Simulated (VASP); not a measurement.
A run of VASP 6.6.1 is set up as follows.

Contents of INCAR:

```
  PREC = Accurate
  ENCUT = 600
  EDIFF = 1E-6
  ISMEAR = 0
  SIGMA = 0.01
  LREAL = False
  LASPH = True
  NELM = 120
  ALGO = Normal
  ISIF = 2
  LWAVE = False
  LCHARG = False
  GGA = PE
  NBANDS = 11
  GGA_COMPAT = False
```

File KPOINTS:

```
Automatic mesh
0
Gamma
  4 4 4
```

Contents of POSCAR:

```
SiC
1.0
    0.0000000000      2.2005756606      2.2005756606
    2.2005756606      0.0000000000      2.2005756606
    2.2005756606      2.2005756606      0.0000000000
Si C
1 1
Direct
    0.0000000000      0.0000000000      0.0000000000
    0.2500000000      0.2500000000      0.2500000000
```

Potentials or basis: VASP PAW PBE potentials, release 64 (Si, C).

Launch:

```console
$ cat potpaw_PBE.64/Si/POTCAR potpaw_PBE.64/C/POTCAR > POTCAR
$ mpirun -np 1 vasp_std > vasp.out
```

Q: What does it give for the pressure?

A: -2.8 GPa.

Q: Predict the band gap on the k mesh.

A: 1.34 eV, indirect (least direct gap 4.48 eV).

Caveat: the k points lie up to 0.62 Å⁻¹ apart. A k mesh can miss the band edges.
